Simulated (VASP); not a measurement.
Runs of VASP 6.6.1 on Mg. The structure is that of space group Pm-3m (No. 221), or close to it. The cells are those of the table. This isn't the form of Mg at room conditions, which is hcp.

```csv
cell,gap on the mesh (eV),pressure (GPa)
"a = 3.035 Å, 1 atom",none,-0.9
"a = 3.111 Å, 1 atom",none,-2.2
"a = 2.871 Å, 1 atom",none,(a)
"a = 2.914 Å, 1 atom",none,(b)
"a = 2.996 Å, 1 atom",none,0.0
```

Alike in all rows: task single point; level PBEsol; potentials or basis VASP PAW PBE potentials, release 64 (Mg); no spin polarisation; k mesh 12 × 12 × 12; cutoff (eV) 520; smearing fermi-dirac 0.1 eV.

Question: Estimate the missing entries.

Answer: (a) 4.0; (b) 2.4.

Caveats: the PAW data sets were made with another functional, which shifts forces and pressure a little; the cell stands under pressure (at least some runs).

A gap of «none» marks levels without a gap at the run's occupations.
